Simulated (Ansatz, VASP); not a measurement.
# CdF2: VASP beside Ansatz

```
CELL_PARAMETERS angstrom
0.00000 2.69400 2.69400
2.69400 0.00000 2.69400
2.69400 2.69400 0.00000
ATOMIC_POSITIONS crystal
Cd 0.00000 0.00000 0.00000
F 0.75000 0.75000 0.75000
F 0.25000 0.25000 0.25000
```

Alike in both runs: task relaxation of cell and atoms; functional revPBE; dispersion D3(BJ); k mesh 9 × 9 × 9; occupations fermi-dirac, width 0.05 eV; no spin polarisation.

```csv
,VASP,Ansatz
version,VASP 6.6.1,Ansatz 0.2.0
potentials or method,"VASP PAW PBE potentials, release 64 (Cd, F)",Ansatz PAW
plane-wave cutoff (eV),600,420
valence electrons in the cell,26,34
```

VASP gave:

```
relaxed volume (Å³/atom)                                     : 13.74
relaxed cell length with the largest relative difference (Å) : 3.878
```

Question: What did Ansatz give for the same quantities?

Answer: Relaxed volume (Å³/atom): 13.68; relaxed cell length with the largest relative difference (Å): 3.872.

VASP's potentials were made for PBE, not for revPBE. VASP's potentials hold 26 valence electrons a cell and Ansatz's 34, so a difference there can come from the potentials and not from the codes.

Noted on Ansatz's run: odd divisions of the mesh miss points on the zone boundary, where band edges often lie, so the gap on the mesh can be too wide; the plane-wave basis is chosen anew once the cell has moved, so the energies of steps on either side of that aren't comparable.
